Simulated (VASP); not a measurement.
# In3Se (P4/mmm) in VASP: single point with PBE+D3(BJ)

Aim: the single point of In3Se with PBE+D3(BJ).

Everything below comes from runs of VASP 6.6.1. Logs are shortened: lines on timing, memory, paths and dates and some standing lists are left out, and cuts for length are marked.

### Step 1. The cell of the first run

It takes space group P4/mmm (No. 123, tetragonal). The conventional cell has a = 4.701 Å, b = 4.701 Å, c = 4.419 Å, α = 90.00°, β = 90.00°, γ = 90.00°. In (site symmetry 4/mmm) has 8 In at 3.23 Å and 4 Se at 3.32 Å within 4.2 Å. In (site symmetry mmm) has 8 In at 3.23 to 3.32 Å and 4 Se at 3.23 Å within 4.2 Å. Se (site symmetry 4/mmm) has 12 In at 3.23 to 3.32 Å within 4.2 Å.

### Step 2. Single point, PBE+D3(BJ) (strain -0.0600 x Voigt [1, 0, 0, 0, 0, 0])

INCAR reads:

```
PREC = Accurate
ENCUT = 520
EDIFF = 1E-6
ISMEAR = 0
SIGMA = 0.15
LREAL = F
LASPH = T
NELM = 60
ALGO = Normal
ISIF = 2
LWAVE = F
LCHARG = T
GGA = PE
IVDW = 12
LELF = T
LVHAR = T
NBANDS = 30
```

KPOINTS reads:

```
Automatic mesh
0
Gamma
  10 10 10
```

POSCAR reads:

```
In3Se
1.0
    4.4188430664      0.0000000000      0.0000000000
    0.0000000000      4.7008968791      0.0000000000
    0.0000000000      0.0000000000      4.7008968791
In Se
3 1
Direct
    0.0000000000      0.5000000000      0.5000000000
    0.5000000000      0.0000000000      0.5000000000
    0.5000000000      0.5000000000      0.0000000000
    0.0000000000      0.0000000000      0.0000000000
```

Potentials or basis: VASP PAW PBE potentials, release 64 (In_d, Se).

Launch:

```bash
cat potpaw_PBE.64/In_d/POTCAR potpaw_PBE.64/Se/POTCAR > POTCAR
mpirun -np 1 vasp_std > vasp.out
```

OUTCAR:

```text
PREC = Accurate
   ENCUT = 520
   EDIFF = 1E-6
   ISMEAR = 0
   LREAL = F
   LASPH = T
   NELM = 60
   ISIF = 2
   GGA = PE
   IVDW = 12
 IVDW          = 12

 ion  position               nearest neighbor table
   1  0.000  0.500  0.500-   2 3.23   3 3.23   3 3.23   2 3.23   2 3.23   3 3.23   3 3.23   2 3.23
                             4 3.32   4 3.32   4 3.32   4 3.32
   2  0.500  0.000  0.500-   1 3.23   4 3.23   4 3.23   1 3.23   1 3.23   4 3.23   4 3.23   1 3.23
                             3 3.32   3 3.32   3 3.32   3 3.32
   3  0.500  0.500  0.000-   1 3.23   4 3.23   1 3.23   4 3.23   1 3.23   4 3.23   1 3.23   4 3.23
                             2 3.32   2 3.32   2 3.32   2 3.32
   4  0.000  0.000  0.000-   2 3.23   3 3.23   2 3.23   3 3.23   2 3.23   3 3.23   2 3.23   3 3.23
                             1 3.32   1 3.32   1 3.32   1 3.32

  LATTYP: Found a simple tetragonal cell.
 ALAT       =     4.7008968791
 C/A-ratio  =     0.9400000000

  Lattice vectors:

 A1 = (   0.0000000000,   4.7008968791,   0.0000000000)
 A2 = (   0.0000000000,   0.0000000000,   4.7008968791)
 A3 = (   4.4188430664,   0.0000000000,   0.0000000000)

Analysis of symmetry for initial positions (statically):
=====================================================================
 Subroutine PRICEL returns:
 Original cell was already a primitive cell.

 Routine SETGRP: Setting up the symmetry group for a
 simple tetragonal supercell.

 Subroutine GETGRP returns: Found 16 space group operations
 (whereof 16 operations were pure point group operations)
 out of a pool of 16 trial point group operations.

The static configuration has the point symmetry D_4h.

Analysis of symmetry for dynamics (positions and initial velocities):
=====================================================================
 Subroutine PRICEL returns:
 Original cell was already a primitive cell.

 Routine SETGRP: Setting up the symmetry group for a
 simple tetragonal supercell.

 Subroutine GETGRP returns: Found 16 space group operations
 (whereof 16 operations were pure point group operations)
 out of a pool of 16 trial point group operations.

The dynamic configuration has the point symmetry D_4h.

 Subroutine INISYM returns: Found 16 space group operations
 (whereof 16 operations are pure point group operations),
 and found     1 'primitive' translations

----------------------------------------------------------------------------------------

                                     Primitive cell

  volume of cell :      97.6495

  direct lattice vectors                    reciprocal lattice vectors
     4.418843066  0.000000000  0.000000000     0.226303579  0.000000000  0.000000000
     0.000000000  4.700896879  0.000000000     0.000000000  0.212725364  0.000000000
     0.000000000  0.000000000  4.700896879     0.000000000  0.000000000  0.212725364

  length of vectors
     4.418843066  4.700896879  4.700896879     0.226303579  0.212725364  0.212725364

  position of ions in fractional coordinates (direct lattice)
     0.000000000  0.500000000  0.500000000
     0.500000000  0.000000000  0.500000000
     0.500000000  0.500000000  0.000000000
     0.000000000  0.000000000  0.000000000

  ion indices of the primitive-cell ions
   primitive index   ion index
                 1           1
                 2           2
                 3           3
                 4           4

----------------------------------------------------------------------------------------

 KPOINTS: Automatic mesh

Automatic generation of k-mesh.
 Grid dimensions read from file:
 generate k-points for:   10   10   10

 Generating k-lattice:

  Cartesian coordinates                     Fractional coordinates (reciprocal lattice)
     0.022630358  0.000000000  0.000000000     0.100000000  0.000000000  0.000000000
     0.000000000  0.021272536  0.000000000     0.000000000  0.100000000  0.000000000
     0.000000000  0.000000000  0.021272536     0.000000000  0.000000000  0.100000000

  Length of vectors
     0.022630358  0.021272536  0.021272536

  Shift w.r.t. Gamma in fractional coordinates (k-lattice)
     0.000000000  0.000000000  0.000000000

 Subroutine IBZKPT returns following result:
 ===========================================

 Found    126 irreducible k-points:

 Following reciprocal coordinates:
            Coordinates               Weight
  0.000000  0.000000  0.000000      1.000000
  0.100000  0.000000  0.000000      2.000000
  0.200000  0.000000  0.000000      2.000000
  0.300000  0.000000  0.000000      2.000000
  0.400000  0.000000  0.000000      2.000000
  0.500000  0.000000  0.000000      1.000000
[... 16 lines left out ...]
  0.400000  0.300000  0.000000      8.000000
  0.500000  0.300000  0.000000      4.000000
 [... further k-points ...]
   k-points           NKPTS =    126   k-points in BZ     NKDIM =    126   number of bands    NBANDS=     30
   number of dos      NEDOS =    301   number of ions     NIONS =      4
   total plane-waves  NPLWV =  46656
   dimension x,y,z NGX =    36 NGY =   36 NGZ =   36
   dimension x,y,z NGXF=    72 NGYF=   72 NGZF=   72
   ions per type =               3   1
   NGX,Y,Z   is equivalent  to a cutoff of  13.54, 12.73, 12.73 a.u.
   NGXF,Y,Z  is equivalent  to a cutoff of  27.09, 25.46, 25.46 a.u.
 SYSTEM =  unknown system
   PREC   = accura    normal or accurate (medium, high low for compatibility)
   ISTART =      0    job   : 0-new  1-cont  2-samecut
   ICHARG =      2    charge: 1-file 2-atom 10-const
   ISPIN  =      1    spin polarized calculation?
   LNONCOLLINEAR =      F non collinear calculations
   LSORBIT =      F    spin-orbit coupling
   LASPH  =      T    aspherical Exc in radial PAW
   ENCUT  =  520.0 eV  38.22 Ry    6.18 a.u.   8.22  8.74  8.74*2*pi/ulx,y,z
   NELM   =     60;   NELMIN=  2; NELMDL= -5     # of ELM steps
   EDIFF  = 0.1E-05   stopping-criterion for ELM
   LREAL  =      F    real-space projection
   EDIFFG = 0.1E-04   stopping-criterion for IOM
   NSW    =      0    number of steps for IOM
   IBRION =     -1    ionic relax: 0-MD 1-quasi-New 2-CG
   NFREE  =      0    steps in history (QN), initial steepest desc. (CG)
   ISIF   =      2    stress and relaxation
   ISYM   =      2    0-nonsym 1-usesym 2-fastsym
   POTIM  = 0.5000    time-step for ionic-motion
   TEBEG  =    0.0;   TEEND  =   0.0 temperature during run
   PSTRESS=    0.0 pullay stress
   NELECT =      45.0000    total number of electrons
   NUPDOWN=      -1.0000    fix difference up-down
   EMIN   =  10.00;   EMAX   =-10.00  energy-range for DOS
   EFERMI =   0.00;   METHOD = LEGACY
   ISMEAR =     0;   SIGMA  =   0.15  broadening in eV -4-tet -1-fermi 0-gaus
   EFERMI_NEDOS =   21; number of points for ismear=-14 and -15
   IALGO  =     38    algorithm
   IMIX   =      4    mixing-type and parameters
     AMIX     =   0.40;   BMIX     =  1.00
     AMIX_MAG =   1.60;   BMIX_MAG =  1.00
  volume/ion in A,a.u.               =      24.41       164.74
  Fermi-wavevector in a.u.,A,eV,Ry     =   1.264510  2.389578 21.755525  1.598986
  Thomas-Fermi vector in A             =   2.397812
   LORBIT       =      0    0 simple, 1 ext, 2 COOP (PROOUT), +10 PAW based schemes
   GGA     = PE    functional components
   LHFCALC =     F    Hartree Fock is set to
   AEXX    =    0.0000 exact exchange contribution
   IVDW    =    12    specifies the selected vdW correction
   LEPSILON=     F    determine dielectric tensor
   LRPA    =     F    only Hartree local field effects (RPA)
 non-spin polarized calculation
 Gauss-broadening in eV      SIGMA  =   0.15
  energy-cutoff  :      520.00
  volume of cell :       97.65
 maximum number of plane-waves:      2666
 NGX is ok and might be reduce to    36
   NGX = 17   NGY = 17   NGZ = 17

 number of electron      45.0000008 magnetization

 Free energy of the ion-electron system (eV)
  ---------------------------------------------------
  ext. energy  EPLUGINS =         0.00000000
  ---------------------------------------------------
  free energy    TOTEN  =       -11.50793725 eV

  energy without entropy =      -11.49231217  energy(sigma->0) =      -11.50012471

 E-fermi :   7.3123     XC(G=0): -10.3372

 val. band max:        7.3015458270   @ k =   0.2000   0.4000   0.0000
 cond. band min:       7.3307855756   @ k =   0.4000   0.4000   0.0000
 fundamental gap:      0.0292397487
 Fermi energy:         7.3122752749

 k-point     1 :       0.0000    0.0000    0.0000
  band No.  band energies     occupation
      1      -7.6390      2.00000
      2      -7.6136      2.00000
      3      -7.6136      2.00000
      4      -7.5580      2.00000
      5      -7.4666      2.00000
      6      -7.4081      2.00000
[... 22 lines left out ...]
     29      12.8944      0.00000
     30      14.0047      0.00000

 k-point     2 :       0.1000    0.0000    0.0000
  band No.  band energies     occupation
      1      -7.6242      2.00000
      2      -7.6010      2.00000
      3      -7.6010      2.00000
      4      -7.5542      2.00000
      5      -7.4575      2.00000
      6      -7.4057      2.00000
[... 22 lines left out ...]
     29      13.1655      0.00000
     30      14.0535      0.00000

 k-point     3 :       0.2000    0.0000    0.0000
  band No.  band energies     occupation
      1      -7.5820      2.00000
      2      -7.5637      2.00000
      3      -7.5637      2.00000
      4      -7.5437      2.00000
      5      -7.4318      2.00000
      6      -7.3992      2.00000
[... 22 lines left out ...]
     29      13.7142      0.00000
     30      14.1971      0.00000

 k-point     4 :       0.3000    0.0000    0.0000
  band No.  band energies     occupation
      1      -7.5296      2.00000
      2      -7.5197      2.00000
      3      -7.5044      2.00000
      4      -7.5044      2.00000
      5      -7.3951      2.00000
      6      -7.3902      2.00000
[... 616 lines left out ...]
     29      12.1628      0.00000
     30      12.1775      0.00000

 k-point    23 :       0.4000    0.3000    0.0000
  band No.  band energies     occupation
      1      -7.4915      2.00000
      2      -7.4671      2.00000
      3      -7.4184      2.00000
      4      -7.3846      2.00000
      5      -7.3678      2.00000
      6      -7.3645      2.00000
[... 22 lines left out ...]
     29      11.7309      0.00000
     30      13.4218      0.00000

 k-point    24 :       0.5000    0.3000    0.0000
  band No.  band energies     occupation
      1      -7.4560      2.00000
      2      -7.4520      2.00000
      3      -7.4485      2.00000
      4      -7.3826      2.00000
      5      -7.3567      2.00000
      6      -7.3195      2.00000
[... 22 lines left out ...]
     29      11.5140      0.00000
     30      14.6246      0.00000

 [... further k-points ...]

------------------------ aborting loop because EDIFF is reached ----------------------------------------

 Edisp (eV)   -1.44780

 E8    (eV) :    -0.6917

  FORCE on cell =-STRESS in cart. coord.  units (eV):
  Direction    XX          YY          ZZ          XY          YZ          ZX
  --------------------------------------------------------------------------------------
  -------------------------------------------------------------------------------------
  Total       1.82843     1.70428     1.70428     0.00000     0.00000     0.00000
  in kB      29.99986    27.96288    27.96288     0.00000     0.00000     0.00000
  external pressure =       28.64 kB  Pullay stress =        0.00 kB

 VOLUME and BASIS-vectors are now :
 -----------------------------------------------------------------------------
  energy-cutoff  :      520.00
  volume of cell :       97.65
      direct lattice vectors                 reciprocal lattice vectors
     4.418843066  0.000000000  0.000000000     0.226303579  0.000000000  0.000000000
     0.000000000  4.700896879  0.000000000     0.000000000  0.212725364  0.000000000
     0.000000000  0.000000000  4.700896879     0.000000000  0.000000000  0.212725364

 POSITION                                       TOTAL-FORCE (eV/Angst)
 -----------------------------------------------------------------------------------
      0.00000      2.35045      2.35045         0.000000      0.000000      0.000000
      2.20942      0.00000      2.35045         0.000000      0.000000      0.000000
      2.20942      2.35045      0.00000         0.000000      0.000000      0.000000
      0.00000      0.00000      0.00000         0.000000      0.000000      0.000000
 -----------------------------------------------------------------------------------
    total drift:                                0.000000      0.000000      0.000000

  FREE ENERGIE OF THE ION-ELECTRON SYSTEM (eV)
  ---------------------------------------------------
  free  energy   TOTEN  =       -12.9557334019 eV

  energy  without entropy=      -12.9401083189  energy(sigma->0) =      -12.94792086
```

It took 9.3 min on 1 thread of AMD EPYC 7R13, shared host; peak memory 0.41 GiB.

What came out:

* Free energy: -12.9557 eV
* Pressure: 2.9 GPa
* Dispersion energy per atom: -0.362 eV

Caveat: the cell differs from its parent crystal (strain -0.0600 x Voigt [1, 0, 0, 0, 0, 0]); spin-orbit coupling is left out, which moves the levels of the heavy elements; pairwise dispersion overbinds metals, which lowers pressure and volume.
